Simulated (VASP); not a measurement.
# BaS (P6_3/mmc) in VASP: settings compared

Aim: see how the results for BaS move with the level of theory and the settings. Levels: PBE, r2SCAN. Tasks: single point.

All numbers are computed with VASP 6.6.1; they aren't measurements. Logs are shortened: lines on timing, memory, paths and dates and some standing lists are left out, and cuts for length are marked.

**1. The cell of the first run**

It takes space group P6_3/mmc (No. 194, hexagonal). The conventional cell has a = 4.534 Å, b = 4.534 Å, c = 7.957 Å, α = 90.00°, β = 90.00°, γ = 120.00°. Ba (site symmetry -3m) has 6 S at 3.29 Å and 2 Ba at 3.98 Å within 4.3 Å. Within 4.3 Å of S (site symmetry -6m2) lie 6 Ba at 3.29 Å.

**2. Single point, PBE (volume changed by +6%)**

Input file INCAR:

```
SYSTEM = BaS
  PREC = Accurate
  ENCUT = 520
  EDIFF = 1E-6
  ISMEAR = 0
  SIGMA = 0.01
  LREAL = .False.
  LASPH = .True.
  NELM = 60
  ALGO = Normal
  ISIF = 2
  LWAVE = .False.
  LCHARG = .True.
  GGA = PE
  LELF = .True.
  LVHAR = .True.
  NBANDS = 24
```

Input file KPOINTS:

```
regular mesh
0
Gamma
  6 6 4
  0 0 0
```

Input file POSCAR:

```
BaS
1.0
    4.5335738476      0.0000000000      0.0000000000
   -2.2667869238      3.9261901219      0.0000000000
    0.0000000000      0.0000000000      7.9571774488
Ba S
2 2
Direct
    0.0000000000      0.0000000000      0.0000000000
    0.0000000000      0.0000000000      0.5000000000
    0.3333333333      0.6666666667      0.2500000000
    0.6666666667      0.3333333333      0.7500000000
```

Potentials or basis: VASP PAW PBE potentials, release 64 (Ba_sv, S).

Run with:

```
$ cat potpaw_PBE.64/Ba_sv/POTCAR potpaw_PBE.64/S/POTCAR > POTCAR
$ mpirun -np 1 vasp_std > vasp.out
```

OUTCAR:

```text
SYSTEM = BaS
   PREC = Accurate
   ENCUT = 520
   EDIFF = 1E-6
   ISMEAR = 0
   LREAL = .False.
   LASPH = .True.
   NELM = 60
   ISIF = 2
   GGA = PE

 ion  position               nearest neighbor table
   1  0.000  0.000  0.000-   3 3.29   4 3.29   3 3.29   4 3.29   4 3.29   3 3.29   2 3.98   2 3.98

   2  0.000  0.000  0.500-   3 3.29   4 3.29   3 3.29   4 3.29   4 3.29   3 3.29   1 3.98   1 3.98

   3  0.333  0.667  0.250-   1 3.29   2 3.29   1 3.29   2 3.29   1 3.29   2 3.29
   4  0.667  0.333  0.750-   1 3.29   2 3.29   1 3.29   2 3.29   1 3.29   2 3.29

  LATTYP: Found a hexagonal cell.
 ALAT       =     4.5335738476
 C/A-ratio  =     1.7551666117

  Lattice vectors:

 A1 = (   4.5335738476,   0.0000000000,   0.0000000000)
 A2 = (  -2.2667869238,   3.9261901219,   0.0000000000)
 A3 = (   0.0000000000,   0.0000000000,   7.9571774488)

Analysis of symmetry for initial positions (statically):
=====================================================================
 Subroutine PRICEL returns:
 Original cell was already a primitive cell.

 Routine SETGRP: Setting up the symmetry group for a
 hexagonal supercell.

 Subroutine GETGRP returns: Found 24 space group operations
 (whereof 12 operations were pure point group operations)
 out of a pool of 24 trial point group operations.

The static configuration has the point symmetry D_3d.
 The point group associated with its full space group is D_6h.

Analysis of symmetry for dynamics (positions and initial velocities):
=====================================================================
 Subroutine PRICEL returns:
 Original cell was already a primitive cell.

 Routine SETGRP: Setting up the symmetry group for a
 hexagonal supercell.

 Subroutine GETGRP returns: Found 24 space group operations
 (whereof 12 operations were pure point group operations)
 out of a pool of 24 trial point group operations.

The dynamic configuration has the point symmetry D_3d.
 The point group associated with its full space group is D_6h.

 Subroutine INISYM returns: Found 24 space group operations
 (whereof 12 operations are pure point group operations),
 and found     1 'primitive' translations

----------------------------------------------------------------------------------------

                                     Primitive cell

  volume of cell :     141.6352

  direct lattice vectors                    reciprocal lattice vectors
     4.533573848  0.000000000  0.000000000     0.220576533  0.127349921  0.000000000
    -2.266786924  3.926190122  0.000000000     0.000000000  0.254699841  0.000000000
     0.000000000  0.000000000  7.957177449     0.000000000  0.000000000  0.125672703

  length of vectors
     4.533573848  4.533573848  7.957177449     0.254699841  0.254699841  0.125672703

  position of ions in fractional coordinates (direct lattice)
     0.000000000  0.000000000  0.000000000
     0.000000000  0.000000000  0.500000000
     0.333333333  0.666666667  0.250000000
     0.666666667  0.333333333  0.750000000

  ion indices of the primitive-cell ions
   primitive index   ion index
                 1           1
                 2           2
                 3           3
                 4           4

----------------------------------------------------------------------------------------

 KPOINTS: regular mesh

Automatic generation of k-mesh.
 Grid dimensions read from file:
 generate k-points for:    6    6    4

 Generating k-lattice:

  Cartesian coordinates                     Fractional coordinates (reciprocal lattice)
     0.036762755  0.021224987  0.000000000     0.166666667  0.000000000  0.000000000
     0.000000000  0.042449974  0.000000000     0.000000000  0.166666667  0.000000000
     0.000000000  0.000000000  0.031418176     0.000000000  0.000000000  0.250000000

  Length of vectors
     0.042449974  0.042449974  0.031418176

  Shift w.r.t. Gamma in fractional coordinates (k-lattice)
     0.000000000  0.000000000  0.000000000

 Subroutine IBZKPT returns following result:
 ===========================================

 Found     21 irreducible k-points:

 Following reciprocal coordinates:
            Coordinates               Weight
  0.000000  0.000000  0.000000      1.000000
  0.166667  0.000000  0.000000      6.000000
  0.333333  0.000000  0.000000      6.000000
  0.500000  0.000000  0.000000      3.000000
  0.166667  0.166667  0.000000      6.000000
  0.333333  0.166667  0.000000     12.000000
[... 13 lines left out ...]
  0.333333  0.166667  0.500000     12.000000
  0.333333  0.333333  0.500000      2.000000
   k-points           NKPTS =     21   k-points in BZ     NKDIM =     21   number of bands    NBANDS=     24
   number of dos      NEDOS =    301   number of ions     NIONS =      4
   total plane-waves  NPLWV =  77760
   dimension x,y,z NGX =    36 NGY =   36 NGZ =   60
   dimension x,y,z NGXF=    72 NGYF=   72 NGZF=  120
   ions per type =               2   2
   NGX,Y,Z   is equivalent  to a cutoff of  13.20, 13.20, 12.54 a.u.
   NGXF,Y,Z  is equivalent  to a cutoff of  26.40, 26.40, 25.07 a.u.
 SYSTEM =  BaS
   PREC   = accura    normal or accurate (medium, high low for compatibility)
   ISTART =      0    job   : 0-new  1-cont  2-samecut
   ICHARG =      2    charge: 1-file 2-atom 10-const
   ISPIN  =      1    spin polarized calculation?
   LNONCOLLINEAR =      F non collinear calculations
   LSORBIT =      F    spin-orbit coupling
   LASPH  =      T    aspherical Exc in radial PAW
   ENCUT  =  520.0 eV  38.22 Ry    6.18 a.u.   8.43  8.43 14.80*2*pi/ulx,y,z
   NELM   =     60;   NELMIN=  2; NELMDL= -5     # of ELM steps
   EDIFF  = 0.1E-05   stopping-criterion for ELM
   LREAL  =      F    real-space projection
   EDIFFG = 0.1E-04   stopping-criterion for IOM
   NSW    =      0    number of steps for IOM
   IBRION =     -1    ionic relax: 0-MD 1-quasi-New 2-CG
   NFREE  =      0    steps in history (QN), initial steepest desc. (CG)
   ISIF   =      2    stress and relaxation
   ISYM   =      2    0-nonsym 1-usesym 2-fastsym
   POTIM  = 0.5000    time-step for ionic-motion
   TEBEG  =    0.0;   TEEND  =   0.0 temperature during run
   PSTRESS=    0.0 pullay stress
   NELECT =      32.0000    total number of electrons
   NUPDOWN=      -1.0000    fix difference up-down
   EMIN   =  10.00;   EMAX   =-10.00  energy-range for DOS
   EFERMI =   0.00;   METHOD = LEGACY
   ISMEAR =     0;   SIGMA  =   0.01  broadening in eV -4-tet -1-fermi 0-gaus
   EFERMI_NEDOS =   21; number of points for ismear=-14 and -15
   IALGO  =     38    algorithm
   IMIX   =      4    mixing-type and parameters
     AMIX     =   0.40;   BMIX     =  1.00
     AMIX_MAG =   1.60;   BMIX_MAG =  1.00
  volume/ion in A,a.u.               =      35.41       238.95
  Fermi-wavevector in a.u.,A,eV,Ry     =   0.997090  1.884227 13.526762  0.994189
  Thomas-Fermi vector in A             =   2.129223
   LORBIT       =      0    0 simple, 1 ext, 2 COOP (PROOUT), +10 PAW based schemes
   GGA     = PE    functional components
   LHFCALC =     F    Hartree Fock is set to
   AEXX    =    0.0000 exact exchange contribution
   IVDW    =     0    specifies the selected vdW correction
   LEPSILON=     F    determine dielectric tensor
   LRPA    =     F    only Hartree local field effects (RPA)
 non-spin polarized calculation
 Gauss-broadening in eV      SIGMA  =   0.01
  energy-cutoff  :      520.00
  volume of cell :      141.64
 maximum number of plane-waves:      3858
 NGX is ok and might be reduce to    36
   NGX = 17   NGY = 17   NGZ = 29

 number of electron      32.0000001 magnetization

 Free energy of the ion-electron system (eV)
  ---------------------------------------------------
  ext. energy  EPLUGINS =         0.00000000
  ---------------------------------------------------
  free energy    TOTEN  =       -19.94480331 eV

  energy without entropy =      -19.94480331  energy(sigma->0) =      -19.94480331

 E-fermi :   1.2891     XC(G=0):  -8.2689

 val. band max:        1.1415725491   @ k =   0.0000   0.0000   0.0000
 cond. band min:       3.4952570373   @ k =   0.0000   0.0000   0.0000
 fundamental gap:      2.3536844882
 Fermi energy:         1.2890552544

 k-point     1 :       0.0000    0.0000    0.0000
  band No.  band energies     occupation
      1     -25.4678      2.00000
      2     -25.4089      2.00000
      3     -11.4647      2.00000
      4     -10.5319      2.00000
      5     -10.5319      2.00000
      6     -10.4426      2.00000
[... 16 lines left out ...]
     23       6.5638      0.00000
     24       7.1003      0.00000

 k-point     2 :       0.1667    0.0000    0.0000
  band No.  band energies     occupation
      1     -25.4612      2.00000
      2     -25.4032      2.00000
      3     -11.3812      2.00000
      4     -10.7578      2.00000
      5     -10.5548      2.00000
      6     -10.5311      2.00000
[... 16 lines left out ...]
     23       6.9954      0.00000
     24       7.4245      0.00000

 k-point     3 :       0.3333    0.0000    0.0000
  band No.  band energies     occupation
      1     -25.4481      2.00000
      2     -25.3918      2.00000
      3     -11.2336      2.00000
      4     -11.0354      2.00000
      5     -10.7000      2.00000
      6     -10.5998      2.00000
[... 16 lines left out ...]
     23       7.3454      0.00000
     24       7.5275      0.00000
[... 433 lines left out ...]
 k-point    20 :       0.3333    0.1667    0.5000
  band No.  band energies     occupation
      1     -25.4139      2.00000
      2     -25.4139      2.00000
      3     -11.0020      2.00000
      4     -11.0020      2.00000
      5     -10.6977      2.00000
      6     -10.6977      2.00000
[... 16 lines left out ...]
     23       7.3291      0.00000
     24       7.3291      0.00000

 k-point    21 :       0.3333    0.3333    0.5000
  band No.  band energies     occupation
      1     -25.4109      2.00000
      2     -25.4109      2.00000
      3     -10.9614      2.00000
      4     -10.9614      2.00000
      5     -10.7407      2.00000
      6     -10.7407      2.00000
[... 16 lines left out ...]
     23       6.9077      0.00000
     24       6.9077      0.00000

------------------------ aborting loop because EDIFF is reached ----------------------------------------

  FORCE on cell =-STRESS in cart. coord.  units (eV):
  Direction    XX          YY          ZZ          XY          YZ          ZX
  --------------------------------------------------------------------------------------
  -------------------------------------------------------------------------------------
  Total       -1.3671558     -1.3671558     -1.4692268      0.0000000     -0.0000000      0.0000000
  in kB      -15.4652711    -15.4652711    -16.6198980      0.0000000     -0.0000000      0.0000000
  external PRESSURE =     -15.8501467 kB  Pullay stress =       0.0000000 kB

 VOLUME and BASIS-vectors are now :
 -----------------------------------------------------------------------------
  energy-cutoff  :      520.00
  volume of cell :      141.64
      direct lattice vectors                 reciprocal lattice vectors
     4.533573848  0.000000000  0.000000000     0.220576533  0.127349921  0.000000000
    -2.266786924  3.926190122  0.000000000     0.000000000  0.254699841  0.000000000
     0.000000000  0.000000000  7.957177449     0.000000000  0.000000000  0.125672703

 POSITION                                       TOTAL-FORCE (eV/Angst)
 -----------------------------------------------------------------------------------
      0.00000      0.00000      0.00000        -0.000000      0.000000      0.000000
      0.00000      0.00000      3.97859        -0.000000      0.000000      0.000000
     -0.00000      2.61746      1.98929         0.000000      0.000000     -0.000000
      2.26679      1.30873      5.96788         0.000000     -0.000000      0.000000
 -----------------------------------------------------------------------------------
    total drift:                               -0.000000      0.000000     -0.000000

  FREE ENERGIE OF THE ION-ELECTRON SYSTEM (eV)
  ---------------------------------------------------
  free  energy   TOTEN  =       -19.9448033054 eV

  energy  without entropy=      -19.9448033054  energy(sigma->0) =      -19.94480331
```

It took 32 s on 1 thread of Intel Xeon 6975P-C (Granite Rapids), shared host; peak memory 0.28 GiB.

Results:

```
Free energy            : -19.9448 eV
Pressure               : -1.6 GPa
Band gap on the k mesh : 2.35 eV, direct
```

Levels at points of the mesh, in eV from the valence-band top:
| k point | band 13 | band 14 | band 15 | band 16 | band 17 | band 18 | band 19 | band 20 |
| --- | --- | --- | --- | --- | --- | --- | --- | --- |
| (0.00, 0.00, 0.00) | -0.85 | -0.17 | 0.00 | 0.00 | 2.35 | 3.24 | 4.01 | 4.01 |
| (0.50, 0.00, 0.00) | -0.97 | -0.61 | -0.40 | -0.17 | 2.36 | 3.85 | 5.11 | 5.44 |
| (0.00, 0.00, 0.50) | -0.48 | -0.48 | -0.48 | -0.48 | 3.84 | 3.84 | 4.58 | 4.58 |
| (0.50, 0.00, 0.50) | -0.78 | -0.78 | -0.59 | -0.59 | 3.28 | 3.28 | 5.44 | 5.44 |

Caveat: spin-orbit coupling is left out, which moves the levels of the heavy elements.

**3. Single point, r2SCAN (volume changed by -6%)**

Input file POSCAR:

```
BaS
1.0
    4.3515076196      0.0000000000      0.0000000000
   -2.1757538098      3.7685161433      0.0000000000
    0.0000000000      0.0000000000      7.6304476727
Ba S
2 2
Direct
    0.0000000000      0.0000000000      0.0000000000
    0.0000000000      0.0000000000      0.5000000000
    0.3333333333      0.6666666667      0.2500000000
    0.6666666667      0.3333333333      0.7500000000
```

Input file INCAR.step1:

```
  PREC = Accurate
  ENCUT = 520
  ISMEAR = 0
  SIGMA = 0.01
  LREAL = False
  LASPH = True
  NELM = 60
  NBANDS = 24
  GGA = PE
  ALGO = Normal
  EDIFF = 1E-4
  LWAVE = True
  LCHARG = False
```

Input file INCAR.step2:

```
  PREC = Accurate
  ENCUT = 520
  EDIFF = 1E-6
  ISMEAR = 0
  SIGMA = 0.01
  LREAL = False
  LASPH = True
  NELM = 60
  ALGO = Normal
  ISIF = 2
  LWAVE = False
  LCHARG = False
  METAGGA = R2SCAN
  LMIXTAU = True
  NBANDS = 24
  ISTART = 1
```

Input file KPOINTS:

```
Automatic mesh
0
Gamma
  6 6 4
```

Potentials or basis: VASP PAW PBE potentials, release 64 (Ba_sv, S).

Run with:

```
$ cat potpaw_PBE.64/Ba_sv/POTCAR potpaw_PBE.64/S/POTCAR > POTCAR
$ cp INCAR.step1 INCAR
$ mpirun -np 1 vasp_std > vasp.out
$ cp INCAR.step2 INCAR
$ mpirun -np 1 vasp_std > vasp.out
```

Wall time 83 s (1 thread of Intel Xeon 6975P-C (Granite Rapids), shared host); peak memory 0.27 GiB.

The run converged. Its results:

| Property | Result |
| --- | --- |
| Free energy | -77.8773 eV |
| Pressure | 3.8 GPa |
| Band gap on the k mesh | 2.64 eV, indirect (least direct gap 2.65 eV) |

Stress tensor (GPa, compression positive):
```
3.64 0.00 0.00
0.00 3.64 0.00
0.00 0.00 4.16
```

Levels at points of the mesh, in eV from the valence-band top:
```tsv
k point	band 13	band 14	band 15	band 16	band 17	band 18	band 19	band 20
(0.00, 0.00, 0.00)	-1.06	-0.15	0.00	0.00	2.65	4.50	4.53	4.53
(0.50, 0.00, 0.00)	-1.20	-0.57	-0.30	-0.12	2.64	4.43	6.17	6.71
(0.00, 0.00, 0.50)	-0.59	-0.59	-0.59	-0.59	4.42	4.42	5.26	5.26
(0.50, 0.00, 0.50)	-0.87	-0.87	-0.69	-0.69	3.75	3.75	6.56	6.56
```

Caveat: the PAW data sets were made with another functional, which shifts forces and pressure a little; spin-orbit coupling is left out, which moves the levels of the heavy elements.

(Part 1 of 2 ends here.)
